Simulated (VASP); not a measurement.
The system is Se.

```
CELL_PARAMETERS angstrom
3.66556 0.00000 0.00000
-0.01680 3.66764 0.00000
-0.32993 -1.78816 4.44114
ATOMIC_POSITIONS crystal
Se 0.77191 0.17576 0.91495
Se 0.22809 0.82424 0.08505
```

| Property | Result |
| --- | --- |
| Program | VASP 6.6.1 |
| Task | relaxation of cell and atoms |
| Functional | PBE |
| Potentials or basis | VASP PAW PBE potentials, release 64 (Se) |
| Cutoff | 600 eV |
| k mesh | 6 × 6 × 4 |
| Occupations | gaussian, width 0.1 eV |
| Spin | no spin polarisation |

At the start: pressure 0.1 GPa; volume 29.85 Å³/atom.

Task: Where does the relaxation end?

Result: Over 10 steps the energy falls by 2.1 meV/atom and the volume is 30.29 Å³/atom (+1.5 %); space group P-1 (No. 2, to 0.05 Å).

The path:
```
step  energy change (eV)  largest force (eV/Å)  pressure (GPa)  volume (Å³)
   1              0.0000                0.0958            0.08        59.71
   2             -0.0010                0.0147           -0.14        59.84
   3             -0.0010                0.0168           -0.17        59.85
   4             -0.0018                0.0249           -0.03        59.76
   5             -0.0024                0.0455            0.23        59.59
   6             -0.0029                0.0561            0.11        59.81
   7             -0.0029                0.0635            0.05        59.91
   8             -0.0034                0.0514            0.01        60.10
   9             -0.0038                0.0486           -0.09        60.52
  10             -0.0041                0.0291            0.10        60.58
```

Final structure:
```cif
data_structure
_symmetry_space_group_name_H-M 'P 1'
_symmetry_Int_Tables_number 1
_cell_length_a 3.6425
_cell_length_b 3.6370
_cell_length_c 4.9303
_cell_angle_alpha 111.728
_cell_angle_beta 92.965
_cell_angle_gamma 90.022
_cell_volume 60.58
loop_
_atom_site_label
_atom_site_type_symbol
_atom_site_fract_x
_atom_site_fract_y
_atom_site_fract_z
_atom_site_occupancy
Se1 Se 0.77021 0.18174 0.91671 1
Se2 Se 0.22979 0.81826 0.08329 1
```
